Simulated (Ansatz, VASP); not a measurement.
# BN in VASP and in Ansatz

File INCAR:

```
PREC = Accurate ; ENCUT = 520
EDIFF = 1E-6 ; ISMEAR = 0
SIGMA = 0.05 ; LREAL = F
LASPH = T ; NELM = 60
ALGO = Normal ; ISIF = 2
LWAVE = F ; LCHARG = F
GGA = PE ; NBANDS = 11
```

File KPOINTS:

```
regular mesh
0
Gamma
  12 12 12
```

Contents of POSCAR:

```
BN
1.0
    0.0000000000      1.8130010000      1.8130010000
    1.8130010000      0.0000000000      1.8130010000
    1.8130010000      1.8130010000      0.0000000000
B N
1 1
Direct
    0.0000000000      0.0000000000      0.0000000000
    0.7500000000      0.7500000000      0.5549899638
```

Input for Ansatz:

```yaml
crystal:
  lattice:
    - [0.0, 1.813001, 1.813001]
    - [1.813001, 0.0, 1.813001]
    - [1.813001, 1.813001, 0.0]
  atoms:
    - { symbol: B, position: [0.0, 0.0, 0.0] }
    - { symbol: "N", position: [0.75, 0.75, 0.5549899638] }
basis:
  ecutwfc: 420
kpoints:
  mp_grid: { grid: [12, 12, 12] }
hamiltonian:
  xc: pbe
scf:
  occupations: { method: gaussian, width: 0.05 }
output:
  forces: true
  stress: true
  eigenvalues: true
```

Change from the starting cell: all N atoms moved -0.500 Å, as atom 2 along Cartesian [1 1 0].

Alike in both runs: task single point; functional PBE; k mesh 12 × 12 × 12; occupations gaussian, width 0.05 eV; no spin polarisation.

|  | VASP | Ansatz |
| --- | --- | --- |
| version | VASP 6.6.1 | Ansatz 0.2.0 |
| potentials or method | VASP PAW PBE potentials, release 64 (B, N), cutoff 520 eV | scalar-relativistic, plane waves, PAW |
| valence electrons in the cell | 8 | 8 |

VASP gave:

| Item | Value |
| --- | --- |
| gap on the k mesh at the Fermi level (eV) | 0.67 |
| least direct gap on the mesh (eV) | 4.07 |
| rms of the force components (eV/Å) | 9.791 |

Task: Estimate Ansatz's values.

Result: gap on the k mesh at the Fermi level (eV): 0.68; least direct gap on the mesh (eV): 4.08; rms of the force components (eV/Å): 9.738.

Atom by atom the forces differ by 0.053 eV/Å (rms over components).
